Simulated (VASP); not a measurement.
# MgS (ae) (Fm-3m) in VASP: single point with PBEsol

Aim: the single point of MgS (ae) with PBEsol.

All numbers are computed with VASP 6.6.1; they aren't measurements. Logs are shortened: lines on timing, memory, paths and dates and some standing lists are left out, and cuts for length are marked.

### 1 The cell of the first run

Symmetry: Fm-3m, No. 225, cubic system. The conventional cell has a = 5.182 Å, b = 5.182 Å, c = 5.182 Å, α = 90.00°, β = 90.00°, γ = 90.00°. Mg (site symmetry m-3m) has 6 S at 2.59 Å within 3.4 Å. S (site symmetry m-3m) has 6 Mg at 2.59 Å within 3.4 Å.

### 2 Single point, PBEsol

The input, INCAR:

```
SYSTEM = MgS
  ALGO = Normal
  EDIFF = 1E-6
  ENCUT = 520
  GGA = PS
  ISIF = 2
  ISMEAR = 0
  LASPH = .True.
  LCHARG = .False.
  LREAL = .False.
  LWAVE = .False.
  NBANDS = 11
  NELM = 80
  PREC = Accurate
  SIGMA = 0.01
```

The input, KPOINTS:

```
k-points
0
Gamma
  6 6 6
  0 0 0
```

The input, POSCAR:

```
MgS
1.0
    0.0000000000      2.5912100399      2.5912100399
    2.5912100399      0.0000000000      2.5912100399
    2.5912100399      2.5912100399      0.0000000000
Mg S
1 1
Direct
    0.0000000000      0.0000000000      0.0000000000
    0.5000000000      0.5000000000      0.5000000000
```

Potentials or basis: VASP PAW PBE potentials, release 64 (Mg, S).

Run with:

```
$ cat potpaw_PBE.64/Mg/POTCAR potpaw_PBE.64/S/POTCAR > POTCAR
$ mpirun -np 1 vasp_std > vasp.out
```

OUTCAR:

```text
SYSTEM = MgS
   EDIFF = 1E-6
   ENCUT = 520
   GGA = PS
   ISIF = 2
   ISMEAR = 0
   LASPH = .True.
   LREAL = .False.
   NELM = 80
   PREC = Accurate

 ion  position               nearest neighbor table
   1  0.000  0.000  0.000-   2 2.59   2 2.59   2 2.59   2 2.59   2 2.59   2 2.59
   2  0.500  0.500  0.500-   1 2.59   1 2.59   1 2.59   1 2.59   1 2.59   1 2.59

  LATTYP: Found a face centered cubic cell.
 ALAT       =     5.1824200798

  Lattice vectors:

 A1 = (   0.0000000000,   2.5912100399,   2.5912100399)
 A2 = (   2.5912100399,   0.0000000000,   2.5912100399)
 A3 = (   2.5912100399,   2.5912100399,   0.0000000000)

Analysis of symmetry for initial positions (statically):
=====================================================================
 Subroutine PRICEL returns:
 Original cell was already a primitive cell.

 Routine SETGRP: Setting up the symmetry group for a
 face centered cubic supercell.

 Subroutine GETGRP returns: Found 48 space group operations
 (whereof 48 operations were pure point group operations)
 out of a pool of 48 trial point group operations.

The static configuration has the point symmetry O_h .

Analysis of symmetry for dynamics (positions and initial velocities):
=====================================================================
 Subroutine PRICEL returns:
 Original cell was already a primitive cell.

 Routine SETGRP: Setting up the symmetry group for a
 face centered cubic supercell.

 Subroutine GETGRP returns: Found 48 space group operations
 (whereof 48 operations were pure point group operations)
 out of a pool of 48 trial point group operations.

The dynamic configuration has the point symmetry O_h .

 Subroutine INISYM returns: Found 48 space group operations
 (whereof 48 operations are pure point group operations),
 and found     1 'primitive' translations

----------------------------------------------------------------------------------------

                                     Primitive cell

  volume of cell :      34.7967

  direct lattice vectors                    reciprocal lattice vectors
     0.000000000  2.591210040  2.591210040    -0.192960043  0.192960043  0.192960043
     2.591210040  0.000000000  2.591210040     0.192960043 -0.192960043  0.192960043
     2.591210040  2.591210040  0.000000000     0.192960043  0.192960043 -0.192960043

  length of vectors
     3.664524381  3.664524381  3.664524381     0.334216598  0.334216598  0.334216598

  position of ions in fractional coordinates (direct lattice)
     0.000000000  0.000000000  0.000000000
     0.500000000  0.500000000  0.500000000

  ion indices of the primitive-cell ions
   primitive index   ion index
                 1           1
                 2           2

----------------------------------------------------------------------------------------

 KPOINTS: k-points

Automatic generation of k-mesh.
 Grid dimensions read from file:
 generate k-points for:    6    6    6

 Generating k-lattice:

  Cartesian coordinates                     Fractional coordinates (reciprocal lattice)
    -0.032160007  0.032160007  0.032160007     0.166666667  0.000000000  0.000000000
     0.032160007 -0.032160007  0.032160007     0.000000000  0.166666667  0.000000000
     0.032160007  0.032160007 -0.032160007     0.000000000  0.000000000  0.166666667

  Length of vectors
     0.055702766  0.055702766  0.055702766

  Shift w.r.t. Gamma in fractional coordinates (k-lattice)
     0.000000000  0.000000000  0.000000000

 Subroutine IBZKPT returns following result:
 ===========================================

 Found     16 irreducible k-points:

 Following reciprocal coordinates:
            Coordinates               Weight
  0.000000  0.000000  0.000000      1.000000
  0.166667  0.000000  0.000000      8.000000
  0.333333  0.000000  0.000000      8.000000
  0.500000  0.000000  0.000000      4.000000
  0.166667  0.166667  0.000000      6.000000
  0.333333  0.166667  0.000000     24.000000
[... 8 lines left out ...]
 -0.333333  0.333333  0.166667     24.000000
 -0.333333  0.500000  0.166667     12.000000
   k-points           NKPTS =     16   k-points in BZ     NKDIM =     16   number of bands    NBANDS=     11
   number of dos      NEDOS =    301   number of ions     NIONS =      2
   total plane-waves  NPLWV =  21952
   dimension x,y,z NGX =    28 NGY =   28 NGZ =   28
   dimension x,y,z NGXF=    56 NGYF=   56 NGZF=   56
   ions per type =               1   1
   NGX,Y,Z   is equivalent  to a cutoff of  12.70, 12.70, 12.70 a.u.
   NGXF,Y,Z  is equivalent  to a cutoff of  25.41, 25.41, 25.41 a.u.
 SYSTEM =  MgS
   PREC   = accura    normal or accurate (medium, high low for compatibility)
   ISTART =      0    job   : 0-new  1-cont  2-samecut
   ICHARG =      2    charge: 1-file 2-atom 10-const
   ISPIN  =      1    spin polarized calculation?
   LNONCOLLINEAR =      F non collinear calculations
   LSORBIT =      F    spin-orbit coupling
   LASPH  =      T    aspherical Exc in radial PAW
   ENCUT  =  520.0 eV  38.22 Ry    6.18 a.u.   6.81  6.81  6.81*2*pi/ulx,y,z
   NELM   =     80;   NELMIN=  2; NELMDL= -5     # of ELM steps
   EDIFF  = 0.1E-05   stopping-criterion for ELM
   LREAL  =      F    real-space projection
   EDIFFG = 0.1E-04   stopping-criterion for IOM
   NSW    =      0    number of steps for IOM
   IBRION =     -1    ionic relax: 0-MD 1-quasi-New 2-CG
   NFREE  =      0    steps in history (QN), initial steepest desc. (CG)
   ISIF   =      2    stress and relaxation
   ISYM   =      2    0-nonsym 1-usesym 2-fastsym
   POTIM  = 0.5000    time-step for ionic-motion
   TEBEG  =    0.0;   TEEND  =   0.0 temperature during run
   PSTRESS=    0.0 pullay stress
   NELECT =       8.0000    total number of electrons
   NUPDOWN=      -1.0000    fix difference up-down
   EMIN   =  10.00;   EMAX   =-10.00  energy-range for DOS
   EFERMI =   0.00;   METHOD = LEGACY
   ISMEAR =     0;   SIGMA  =   0.01  broadening in eV -4-tet -1-fermi 0-gaus
   EFERMI_NEDOS =   21; number of points for ismear=-14 and -15
   IALGO  =     38    algorithm
   IMIX   =      4    mixing-type and parameters
     AMIX     =   0.40;   BMIX     =  1.00
     AMIX_MAG =   1.60;   BMIX_MAG =  1.00
  volume/ion in A,a.u.               =      17.40       117.41
  Fermi-wavevector in a.u.,A,eV,Ry     =   1.002903  1.895212 13.684933  1.005814
  Thomas-Fermi vector in A             =   2.135420
   LORBIT       =      0    0 simple, 1 ext, 2 COOP (PROOUT), +10 PAW based schemes
   GGA     = PS    functional components
   LHFCALC =     F    Hartree Fock is set to
   AEXX    =    0.0000 exact exchange contribution
   IVDW    =     0    specifies the selected vdW correction
   LEPSILON=     F    determine dielectric tensor
   LRPA    =     F    only Hartree local field effects (RPA)
 non-spin polarized calculation
 Gauss-broadening in eV      SIGMA  =   0.01
  energy-cutoff  :      520.00
  volume of cell :       34.80
 maximum number of plane-waves:       960
   NGX = 13   NGY = 13   NGZ = 13

 number of electron       7.9999999 magnetization

 Free energy of the ion-electron system (eV)
  ---------------------------------------------------
  ext. energy  EPLUGINS =         0.00000000
  ---------------------------------------------------
  free energy    TOTEN  =        -9.07202403 eV

  energy without entropy =       -9.07202403  energy(sigma->0) =       -9.07202403

 E-fermi :   3.8322     XC(G=0):  -9.8860

 val. band max:        3.7866348733   @ k =   0.0000   0.0000   0.0000
 cond. band min:       6.5131575176   @ k =   0.5000   0.5000   0.0000
 fundamental gap:      2.7265226443
 Fermi energy:         3.8321867544

 k-point     1 :       0.0000    0.0000    0.0000
  band No.  band energies     occupation
      1      -8.9666      2.00000
      2       3.7866      2.00000
      3       3.7866      2.00000
      4       3.7866      2.00000
      5       7.4731      0.00000
      6      11.6310      0.00000
      7      11.6310      0.00000
      8      11.6310      0.00000
      9      14.1095      0.00000
     10      14.1095      0.00000
     11      16.1087      0.00000

 k-point     2 :       0.1667    0.0000    0.0000
  band No.  band energies     occupation
      1      -8.6946      2.00000
      2       2.1135      2.00000
      3       3.6103      2.00000
      4       3.6103      2.00000
      5       8.5591      0.00000
      6      11.3525      0.00000
      7      11.9144      0.00000
      8      11.9144      0.00000
      9      13.3890      0.00000
     10      13.3890      0.00000
     11      16.1799      0.00000

 k-point     3 :       0.3333    0.0000    0.0000
  band No.  band energies     occupation
      1      -8.0344      2.00000
      2      -0.1539      2.00000
      3       3.3066      2.00000
      4       3.3066      2.00000
      5       8.4527      0.00000
      6      11.0579      0.00000
      7      11.0579      0.00000
      8      13.1744      0.00000
      9      15.2585      0.00000
     10      15.2594      0.00000
     11      15.2594      0.00000

 k-point     4 :       0.5000    0.0000    0.0000
  band No.  band energies     occupation
      1      -7.6089      2.00000
      2      -1.1740      2.00000
      3       3.1733      2.00000
      4       3.1733      2.00000
      5       8.2031      0.00000
      6      10.6247      0.00000
      7      10.6247      0.00000
      8      13.9819      0.00000
      9      15.8264      0.00000
     10      18.2251      0.00000
     11      18.2251      0.00000
[... 127 lines left out ...]
 k-point    14 :       0.5000    0.3333    0.1667
  band No.  band energies     occupation
      1      -7.5826      2.00000
      2      -0.0007      2.00000
      3       1.5141      2.00000
      4       2.5078      2.00000
      5       9.0540      0.00000
      6      10.2806      0.00000
      7      11.0330      0.00000
      8      13.6272      0.00000
      9      15.3067      0.00000
     10      18.5805      0.00000
     11      19.1607      0.00000

 k-point    15 :      -0.3333    0.3333    0.1667
  band No.  band energies     occupation
      1      -7.2927      2.00000
      2      -0.2537      2.00000
      3       0.9787      2.00000
      4       2.1452      2.00000
      5       9.0889      0.00000
      6      10.4161      0.00000
      7      12.4113      0.00000
      8      12.6766      0.00000
      9      15.9777      0.00000
     10      17.6995      0.00000
     11      19.5496      0.00000

 k-point    16 :      -0.3333    0.5000    0.1667
  band No.  band energies     occupation
      1      -7.1853      2.00000
      2      -0.0870      2.00000
      3       1.1159      2.00000
      4       1.5058      2.00000
      5       8.1784      0.00000
      6       9.8730      0.00000
      7      12.9258      0.00000
      8      13.5310      0.00000
      9      17.5957      0.00000
     10      18.8259      0.00000
     11      19.2918      0.00000

------------------------ aborting loop because EDIFF is reached ----------------------------------------

  FORCE on cell =-STRESS in cart. coord.  units (eV):
  Direction    XX          YY          ZZ          XY          YZ          ZX
  --------------------------------------------------------------------------------------
  -------------------------------------------------------------------------------------
  Total       -0.0446938     -0.0446938     -0.0446938     -0.0000000     -0.0000000      0.0000000
  in kB       -2.0578788     -2.0578788     -2.0578788     -0.0000000     -0.0000000      0.0000000
  external PRESSURE =      -2.0578788 kB  Pullay stress =       0.0000000 kB

 VOLUME and BASIS-vectors are now :
 -----------------------------------------------------------------------------
  energy-cutoff  :      520.00
  volume of cell :       34.80
      direct lattice vectors                 reciprocal lattice vectors
     0.000000000  2.591210040  2.591210040    -0.192960043  0.192960043  0.192960043
     2.591210040  0.000000000  2.591210040     0.192960043 -0.192960043  0.192960043
     2.591210040  2.591210040  0.000000000     0.192960043  0.192960043 -0.192960043

 POSITION                                       TOTAL-FORCE (eV/Angst)
 -----------------------------------------------------------------------------------
      0.00000      0.00000      0.00000        -0.000000      0.000000     -0.000000
      2.59121      2.59121      2.59121         0.000000     -0.000000      0.000000
 -----------------------------------------------------------------------------------
    total drift:                                0.000000      0.000000      0.000000

  FREE ENERGIE OF THE ION-ELECTRON SYSTEM (eV)
  ---------------------------------------------------
  free  energy   TOTEN  =        -9.0720240323 eV

  energy  without entropy=       -9.0720240323  energy(sigma->0) =       -9.07202403
```

Wall time 5.9 s (1 thread of Intel Xeon 6975P-C, shared host); peak memory 0.15 GiB.

What came out:

| Quantity | Value |
| --- | --- |
| Free energy | -9.0720 eV |
| Pressure | -0.2 GPa |
| Band gap on the k mesh | 2.73 eV, indirect (least direct gap 3.69 eV) |

Caveat: the PAW data sets were made with another functional, which shifts forces and pressure a little. PBEsol gaps usually lie below the measured ones, often by a third to a half.
